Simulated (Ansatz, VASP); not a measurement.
Si2BN in VASP and in Ansatz

The input INCAR:

```
ALGO = Normal
EDIFF = 1E-7
EDIFFG = -0.04
ENCUT = 600
GGA = PE
IBRION = 2
ISIF = 3
ISMEAR = 0
LASPH = True
LCHARG = False
LREAL = False
LWAVE = False
NELM = 60
NSW = 90
PREC = Accurate
SIGMA = 0.1
```

KPOINTS

```
k-points
0
Gamma
  4 4 6
```

Contents of POSCAR:

```
Si2BN
1.0
    4.0590800000      0.0000000000      0.0000000000
    0.0000000000      4.0590800000      0.0000000000
    0.0000000000      0.0000000000      3.4637500800
Si B N
2 1 1
Direct
    0.5000000000      0.5000000000      0.5000000000
    0.0000000000      0.0000000000      0.0000000000
    0.0000000000      0.0000000000      0.5000000000
    0.5000000000      0.5000000000      0.0000000000
```

Input for Ansatz:

```yaml
crystal:
  lattice:
    - [4.05908, 0.0, 0.0]
    - [0.0, 4.05908, 0.0]
    - [0.0, 0.0, 3.46375008]
  atoms:
    - { symbol: Si, position: [0.5, 0.5, 0.5] }
    - { symbol: Si, position: [0.0, 0.0, 0.0] }
    - { symbol: B, position: [0.0, 0.0, 0.5] }
    - { symbol: "N", position: [0.5, 0.5, 0.0] }
basis:
  ecutwfc: 420
kpoints:
  mp_grid: { grid: [4, 4, 6] }
hamiltonian:
  xc: pbe
scf:
  occupations: { method: gaussian, width: 0.1 }
  lower_state_search: "off"
output:
  forces: true
  stress: true
  eigenvalues: true
relax:
  adjacent_minimum: "off"
  f_tol: 0.04
  max_steps: 70
  cell: { stress_tol: 0.4 }
```

Alike in both runs: task relaxation of cell and atoms; functional PBE; k mesh 4 × 4 × 6; occupations gaussian, width 0.1 eV; no spin polarisation.

```csv
,VASP,Ansatz
version,VASP 6.6.1,Ansatz 0.2.0
potentials or method,"VASP PAW PBE potentials, release 64 (Si, B, N), cutoff 600 eV","scalar-relativistic, plane waves, PAW"
valence electrons in the cell,16,16
```

VASP gave:

| Quantity | Value |
| --- | --- |
| gap on the k mesh at the Fermi level, each at its own relaxed structure (eV) | none |
| relaxed volume (Å³/atom) | 9.35 |
| relaxed cell length with the largest relative difference (Å) | 3.047 |

What did Ansatz give for the same quantities?

gap on the k mesh at the Fermi level, each at its own relaxed structure (eV): none; relaxed volume (Å³/atom): 9.33; relaxed cell length with the largest relative difference (Å): 3.045.

A gap of «none» marks a metal or a gap that the smearing closes.

The k mesh is coarse, so the values compare programs but aren't converged. Noted on VASP's run: the volume moved by over 15 % at a fixed basis, so the end points are rough.
